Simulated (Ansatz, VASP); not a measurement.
# One calculation of Li2O, two programs

```xyz
3
Lattice="2.2347 2.2347 0.0000 -2.2347 2.2347 0.0000 0.0000 2.2347 2.2347" Properties=species:S:1:pos:R:3 pbc="T T T"
Li   -1.1173    3.3520    1.1173
Li    1.1173    3.3520    1.1173
O     0.0000    0.0000    0.0000
```

Alike in both runs: task single point; functional PBEsol; k mesh 8 × 8 × 8; no spin polarisation.

```csv
,VASP,Ansatz
version,VASP 6.6.1,Ansatz 0.2.0
potentials or method,"VASP PAW PBE potentials, release 64 (Li_sv, O), cutoff 750 eV","all-electron LAPW, scalar-relativistic"
occupations,"gaussian, width 0.01 eV",fixed
```

```tsv
	VASP	Ansatz	Ansatz less VASP
gap on the k mesh at the Fermi level (eV)	5.00	5.01	+0.011
pressure (GPa)	7.3	6.9	-0.42
```

VASP's potentials were made for PBE, not for PBEsol. Ansatz ran all-electron here, and VASP with PAW potentials.
